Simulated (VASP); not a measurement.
# HgPd: single point with LDA

Crystal: HgPd.

```
Hg Pd
1.0
     2.99158    0.00000    0.00000
     0.00000    2.99158    0.00000
     0.00000    0.00000    3.67548
Hg Pd
1 1
Direct
  0.00000 0.00000 0.00000
  0.50000 0.50000 0.50000
```

* Program: VASP 6.6.1
* Task: single point
* Functional: LDA
* Potentials or basis: VASP PAW LDA potentials, release 64 (Hg, Pd)
* Cutoff: 520 eV
* k mesh: 14 × 14 × 12
* Occupations: fermi-dirac, width 0.15 eV
* Spin: no spin polarisation

```
Pressure               : 1.7 GPa
Band gap on the k mesh : zero (bands 11 and 12 overlap by 4.01 eV)
```

Stress tensor (GPa, compression positive):
```
1.71 0.00 0.00
0.00 1.71 0.00
0.00 0.00 1.82
```

Levels at points of the mesh, in eV from the Fermi level:
| k point | band 7 | band 8 | band 9 | band 10 | band 11 | band 12 | band 13 | band 14 | band 15 | band 16 |
| --- | --- | --- | --- | --- | --- | --- | --- | --- | --- | --- |
| (0.00, 0.00, 0.00) | -3.50 | -2.81 | -1.53 | -1.53 | -1.38 | 2.55 | 8.31 | 8.31 | 8.68 | 15.41 |
| (0.50, 0.00, 0.00) | -3.66 | -3.62 | -3.62 | -2.54 | -2.03 | 0.27 | 10.10 | 10.38 | 11.27 | 11.41 |
| (0.50, 0.50, 0.00) | -1.77 | -1.66 | -1.66 | -0.81 | -0.15 | -0.15 | 3.44 | 6.61 | 10.37 | 11.02 |
| (0.00, 0.00, 0.50) | -5.71 | -3.98 | -2.47 | -2.47 | -1.96 | -1.57 | 13.16 | 13.16 | 14.46 | 14.70 |
| (0.50, 0.00, 0.50) | -3.14 | -1.71 | -1.65 | -1.51 | -1.37 | -0.96 | 2.14 | 4.64 | 13.79 | 14.20 |
| (0.50, 0.50, 0.50) | -4.26 | -4.26 | -1.73 | -0.81 | 1.72 | 5.58 | 5.58 | 6.55 | 6.55 | 7.19 |

Run time: 110 s on 1 thread of Intel(R) Xeon(R) Platinum 8259CL CPU @ 2.50GHz (Skylake/Cascade Lake), with other jobs on the host, peak memory 0.26 GiB.

Caveat: spin-orbit coupling is left out, which moves the levels of the heavy elements.
